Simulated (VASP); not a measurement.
# WSe2 (Cmcm) in VASP: single point with PBEsol+D3(BJ)

Aim: the single point of WSe2 with PBEsol+D3(BJ).

Everything below comes from runs of VASP 6.6.1. Logs are shortened: lines on timing, memory, paths and dates and some standing lists are left out, and cuts for length are marked.

## Step 1: The cell of the first run

It takes space group Cmcm (No. 63, orthorhombic). The conventional cell has a = 2.907 Å, b = 5.595 Å, c = 12.415 Å, α = 90.00°, β = 90.00°, γ = 90.00°. W (site symmetry m2m) has 6 Se at 2.41 to 2.51 Å and 6 W at 2.91 to 3.15 Å within 3.2 Å. Within 3.2 Å of Se (site symmetry m) lie 3 W at 2.41 to 2.51 Å and 6 Se at 2.91 to 3.15 Å.

## Step 2: Single point, PBEsol+D3(BJ) (strain -0.1000 x Voigt [1, 0, 0, 0, 0, 0])

INCAR

```
SYSTEM = WSe2
PREC     = Accurate       ! precision mode
ENCUT    = 520            ! plane-wave cutoff, eV
EDIFF    = 1E-6           ! SCF threshold, eV
ISMEAR   = 0              ! smearing method
SIGMA    = 0.05           ! smearing width, eV
LREAL    = .False.        ! projectors in reciprocal space
LASPH    = .True.         ! aspherical terms in the spheres
NELM     = 80             ! most SCF steps
ALGO     = Normal         ! electronic algorithm
ISIF     = 2              ! what is computed and relaxed
LWAVE    = .False.        ! write WAVECAR
LCHARG   = .False.        ! write CHGCAR
GGA      = PS             ! functional
IVDW     = 12             ! dispersion correction
NBANDS   = 35             ! bands
```

KPOINTS

```
Automatic mesh
0
Gamma
  12 12 4
  0 0 0
```

POSCAR

```
WSe2
1.0
    2.9074102037      0.0000000000      0.0000000000
   -1.4537051018      2.7976567729      0.0000000000
    0.0000000000      0.0000000000     12.4145017028
W Se
2 4
Direct
    0.3333333333      0.6666666667      0.2500000000
    0.6666666667      0.3333333333      0.7500000000
    0.3333333333      0.6666666667      0.6145805872
    0.6666666667      0.3333333333      0.1145805872
    0.3333333333      0.6666666667      0.8854194128
    0.6666666667      0.3333333333      0.3854194128
```

Potentials or basis: VASP PAW PBE potentials, release 64 (W_sv, Se).

Command:

```sh
> cat potpaw_PBE.64/W_sv/POTCAR potpaw_PBE.64/Se/POTCAR > POTCAR
> mpirun -np 1 vasp_std > vasp.out
```

OUTCAR:

```text
SYSTEM = WSe2
   PREC = Accurate
   ENCUT = 520
   EDIFF = 1E-6
   ISMEAR = 0
   LREAL = .False.
   LASPH = .True.
   NELM = 80
   ISIF = 2
   GGA = PS
   IVDW = 12
 IVDW          = 12

 ion  position               nearest neighbor table
   1  0.333  0.667  0.250-   4 2.41   6 2.41   4 2.41   6 2.41   4 2.51   6 2.51
   2  0.667  0.333  0.750-   3 2.41   5 2.41   3 2.41   5 2.41   3 2.51   5 2.51
   3  0.333  0.667  0.615-   2 2.41   2 2.41   2 2.51
   4  0.667  0.333  0.115-   1 2.41   1 2.41   1 2.51
   5  0.333  0.667  0.885-   2 2.41   2 2.41   2 2.51
   6  0.667  0.333  0.385-   1 2.41   1 2.41   1 2.51

  LATTYP: Found a base centered orthorhombic cell.
 ALAT       =     2.9074102037
 B/A-ratio  =     1.9245008973
 C/A-ratio  =     4.2699518929

  Lattice vectors:

 A1 = (   1.4537051018,  -2.7976567729,   0.0000000000)
 A2 = (   1.4537051019,   2.7976567729,   0.0000000000)
 A3 = (   0.0000000000,   0.0000000000,  12.4145017028)

Analysis of symmetry for initial positions (statically):
=====================================================================
 Subroutine PRICEL returns:
 Original cell was already a primitive cell.

 Routine SETGRP: Setting up the symmetry group for a
 base centered orthorhombic supercell.

 Subroutine GETGRP returns: Found  8 space group operations
 (whereof  4 operations were pure point group operations)
 out of a pool of  8 trial point group operations.

The static configuration has the point symmetry C_2h.
 The point group associated with its full space group is D_2h.

Analysis of symmetry for dynamics (positions and initial velocities):
=====================================================================
 Subroutine PRICEL returns:
 Original cell was already a primitive cell.

 Routine SETGRP: Setting up the symmetry group for a
 base centered orthorhombic supercell.

 Subroutine GETGRP returns: Found  8 space group operations
 (whereof  4 operations were pure point group operations)
 out of a pool of  8 trial point group operations.

The dynamic configuration has the point symmetry C_2h.
 The point group associated with its full space group is D_2h.

 Subroutine INISYM returns: Found  8 space group operations
 (whereof  4 operations are pure point group operations),
 and found     1 'primitive' translations

----------------------------------------------------------------------------------------

                                     Primitive cell

  volume of cell :     100.9788

  direct lattice vectors                    reciprocal lattice vectors
     2.907410204  0.000000000  0.000000000     0.343948714  0.178720994  0.000000000
    -1.453705102  2.797656773  0.000000000     0.000000000  0.357441988  0.000000000
     0.000000000  0.000000000 12.414501703     0.000000000  0.000000000  0.080550958

  length of vectors
     2.907410204  3.152799065 12.414501703     0.387610515  0.357441988  0.080550958

  position of ions in fractional coordinates (direct lattice)
     0.333333333  0.666666667  0.250000000
     0.666666667  0.333333333  0.750000000
     0.333333333  0.666666667  0.614580587
     0.666666667  0.333333333  0.114580587
     0.333333333  0.666666667  0.885419413
     0.666666667  0.333333333  0.385419413

  ion indices of the primitive-cell ions
   primitive index   ion index
                 1           1
                 2           2
                 3           3
                 4           4
                 5           5
                 6           6

----------------------------------------------------------------------------------------

 KPOINTS: Automatic mesh

Automatic generation of k-mesh.
 Grid dimensions read from file:
 generate k-points for:   12   12    4

 Generating k-lattice:

  Cartesian coordinates                     Fractional coordinates (reciprocal lattice)
     0.028662393  0.014893416  0.000000000     0.083333333  0.000000000  0.000000000
     0.000000000  0.029786832  0.000000000     0.000000000  0.083333333  0.000000000
     0.000000000  0.000000000  0.020137739     0.000000000  0.000000000  0.250000000

  Length of vectors
     0.032300876  0.029786832  0.020137739

  Shift w.r.t. Gamma in fractional coordinates (k-lattice)
     0.000000000  0.000000000  0.000000000

 Subroutine IBZKPT returns following result:
 ===========================================

 Found    129 irreducible k-points:

 Following reciprocal coordinates:
            Coordinates               Weight
  0.000000  0.000000  0.000000      1.000000
  0.083333  0.000000  0.000000      4.000000
  0.166667  0.000000  0.000000      4.000000
  0.250000  0.000000  0.000000      4.000000
  0.333333  0.000000  0.000000      4.000000
  0.416667  0.000000  0.000000      4.000000
[... 16 lines left out ...]
  0.333333  0.166667  0.000000      4.000000
  0.416667  0.166667  0.000000      4.000000
 [... further k-points ...]
   k-points           NKPTS =    129   k-points in BZ     NKDIM =    129   number of bands    NBANDS=     35
   number of dos      NEDOS =    301   number of ions     NIONS =      6
   total plane-waves  NPLWV =  55296
   dimension x,y,z NGX =    24 NGY =   24 NGZ =   96
   dimension x,y,z NGXF=    48 NGYF=   48 NGZF=  192
   ions per type =               2   4
   NGX,Y,Z   is equivalent  to a cutoff of  13.72, 12.66, 12.86 a.u.
   NGXF,Y,Z  is equivalent  to a cutoff of  27.45, 25.31, 25.71 a.u.
 SYSTEM =  WSe2
   PREC   = accura    normal or accurate (medium, high low for compatibility)
   ISTART =      0    job   : 0-new  1-cont  2-samecut
   ICHARG =      2    charge: 1-file 2-atom 10-const
   ISPIN  =      1    spin polarized calculation?
   LNONCOLLINEAR =      F non collinear calculations
   LSORBIT =      F    spin-orbit coupling
   LASPH  =      T    aspherical Exc in radial PAW
   ENCUT  =  520.0 eV  38.22 Ry    6.18 a.u.   5.41  5.86 23.08*2*pi/ulx,y,z
   NELM   =     80;   NELMIN=  2; NELMDL= -5     # of ELM steps
   EDIFF  = 0.1E-05   stopping-criterion for ELM
   LREAL  =      F    real-space projection
   EDIFFG = 0.1E-04   stopping-criterion for IOM
   NSW    =      0    number of steps for IOM
   IBRION =     -1    ionic relax: 0-MD 1-quasi-New 2-CG
   NFREE  =      0    steps in history (QN), initial steepest desc. (CG)
   ISIF   =      2    stress and relaxation
   ISYM   =      2    0-nonsym 1-usesym 2-fastsym
   POTIM  = 0.5000    time-step for ionic-motion
   TEBEG  =    0.0;   TEEND  =   0.0 temperature during run
   PSTRESS=    0.0 pullay stress
   NELECT =      52.0000    total number of electrons
   NUPDOWN=      -1.0000    fix difference up-down
   EMIN   =  10.00;   EMAX   =-10.00  energy-range for DOS
   EFERMI =   0.00;   METHOD = LEGACY
   ISMEAR =     0;   SIGMA  =   0.05  broadening in eV -4-tet -1-fermi 0-gaus
   EFERMI_NEDOS =   21; number of points for ismear=-14 and -15
   IALGO  =     38    algorithm
   IMIX   =      4    mixing-type and parameters
     AMIX     =   0.40;   BMIX     =  1.00
     AMIX_MAG =   1.60;   BMIX_MAG =  1.00
  volume/ion in A,a.u.               =      16.83       113.57
  Fermi-wavevector in a.u.,A,eV,Ry     =   1.312198  2.479694 23.427365  1.721863
  Thomas-Fermi vector in A             =   2.442607
   LORBIT       =      0    0 simple, 1 ext, 2 COOP (PROOUT), +10 PAW based schemes
   GGA     = PS    functional components
   LHFCALC =     F    Hartree Fock is set to
   AEXX    =    0.0000 exact exchange contribution
   IVDW    =    12    specifies the selected vdW correction
   LEPSILON=     F    determine dielectric tensor
   LRPA    =     F    only Hartree local field effects (RPA)
 non-spin polarized calculation
 Gauss-broadening in eV      SIGMA  =   0.05
  energy-cutoff  :      520.00
  volume of cell :      100.98
 maximum number of plane-waves:      2762
 NGX is ok and might be reduce to    24
   NGX = 11   NGY = 11   NGZ = 47

 number of electron      52.0000006 magnetization

 Free energy of the ion-electron system (eV)
  ---------------------------------------------------
  ext. energy  EPLUGINS =         0.00000000
  ---------------------------------------------------
  free energy    TOTEN  =       -44.78724911 eV

  energy without entropy =      -44.78720609  energy(sigma->0) =      -44.78722760

 E-fermi :   8.8988     XC(G=0): -11.9091

 val. band max:        8.8503926070   @ k =   0.0000   0.5000   0.0000
 cond. band min:       8.9593169481   @ k =  -0.3333   0.1667   0.0000
 fundamental gap:      0.1089243411
 Fermi energy:         8.8988330767

 k-point     1 :       0.0000    0.0000    0.0000
  band No.  band energies     occupation
      1     -65.5627      2.00000
      2     -65.5627      2.00000
      3     -30.0684      2.00000
      4     -30.0682      2.00000
      5     -29.7568      2.00000
      6     -29.7568      2.00000
[... 27 lines left out ...]
     34      12.8001      0.00000
     35      14.1688      0.00000

 k-point     2 :       0.0833    0.0000    0.0000
  band No.  band energies     occupation
      1     -65.5600      2.00000
      2     -65.5600      2.00000
      3     -30.0600      2.00000
      4     -30.0599      2.00000
      5     -29.7667      2.00000
      6     -29.7667      2.00000
[... 27 lines left out ...]
     34      12.1670      0.00000
     35      14.8142      0.00000

 k-point     3 :       0.1667    0.0000    0.0000
  band No.  band energies     occupation
      1     -65.5528      2.00000
      2     -65.5528      2.00000
      3     -30.0373      2.00000
      4     -30.0372      2.00000
      5     -29.7992      2.00000
      6     -29.7992      2.00000
[... 27 lines left out ...]
     34      12.3717      0.00000
     35      15.4524      0.00000
[... 723 lines left out ...]
 k-point    23 :       0.3333    0.1667    0.0000
  band No.  band energies     occupation
      1     -65.5278      2.00000
      2     -65.5278      2.00000
      3     -30.0627      2.00000
      4     -30.0627      2.00000
      5     -29.9541      2.00000
      6     -29.9541      2.00000
[... 27 lines left out ...]
     34      13.7940      0.00000
     35      13.9935      0.00000

 k-point    24 :       0.4167    0.1667    0.0000
  band No.  band energies     occupation
      1     -65.5231      2.00000
      2     -65.5230      2.00000
      3     -30.1152      2.00000
      4     -30.1152      2.00000
      5     -29.9413      2.00000
      6     -29.9412      2.00000
[... 27 lines left out ...]
     34      13.8437      0.00000
     35      13.9033      0.00000

 [... further k-points ...]

------------------------ aborting loop because EDIFF is reached ----------------------------------------

 Edisp (eV)   -3.18356

 E8    (eV) :    -2.1417

  FORCE on cell =-STRESS in cart. coord.  units (eV):
  Direction    XX          YY          ZZ          XY          YZ          ZX
  --------------------------------------------------------------------------------------
  -------------------------------------------------------------------------------------
  Total      26.99801     5.49668     9.99850     0.00000     0.00000     0.00000
  in kB     428.36332    87.21300   158.64104     0.00000     0.00000     0.00000
  external pressure =      224.74 kB  Pullay stress =        0.00 kB

 VOLUME and BASIS-vectors are now :
 -----------------------------------------------------------------------------
  energy-cutoff  :      520.00
  volume of cell :      100.98
      direct lattice vectors                 reciprocal lattice vectors
     2.907410204  0.000000000  0.000000000     0.343948714  0.178720994  0.000000000
    -1.453705102  2.797656773  0.000000000     0.000000000  0.357441988  0.000000000
     0.000000000  0.000000000 12.414501703     0.000000000  0.000000000  0.080550958

 POSITION                                       TOTAL-FORCE (eV/Angst)
 -----------------------------------------------------------------------------------
     -0.00000      1.86510      3.10363         0.000000      1.085502      0.000000
      1.45371      0.93255      9.31088        -0.000000     -1.085502      0.000000
     -0.00000      1.86510      7.62971         0.000000      0.560776     -1.445394
      1.45371      0.93255      1.42246        -0.000000     -0.560776     -1.445394
     -0.00000      1.86510     10.99204         0.000000      0.560776      1.445394
      1.45371      0.93255      4.78479        -0.000000     -0.560776      1.445394
 -----------------------------------------------------------------------------------
    total drift:                                0.000000     -0.000000      0.000000

  FREE ENERGIE OF THE ION-ELECTRON SYSTEM (eV)
  ---------------------------------------------------
  free  energy   TOTEN  =       -47.9708119689 eV

  energy  without entropy=      -47.9707689515  energy(sigma->0) =      -47.97079046
```

It took 3.5 min on 1 thread of Intel Xeon 6975P-C (Granite Rapids), shared host; peak memory 0.49 GiB.

What came out:

```yaml
Free_energy: -47.9708 eV
Pressure: 22.5 GPa
Largest_force: 1.550 eV/Å
Band_gap_on_the_k_mesh: 0.11 eV, indirect (least direct gap 1.40 eV)
Dispersion_energy_per_atom: -0.531 eV
```

Forces in eV/Å, atoms in the order of the input:
```
W    0.000  1.086  0.000
W    0.000 -1.086  0.000
Se   0.000  0.561 -1.445
Se   0.000 -0.561 -1.445
Se   0.000  0.561  1.445
Se   0.000 -0.561  1.445
```

Stress tensor (GPa, compression positive):
```
42.84  0.00  0.00
 0.00  8.72  0.00
 0.00  0.00 15.86
```

Caveat: the cell differs from its parent crystal (strain -0.1000 x Voigt [1, 0, 0, 0, 0, 0]); the PAW data sets were made with another functional, which shifts forces and pressure a little; spin-orbit coupling is left out, which moves the levels of the heavy elements.
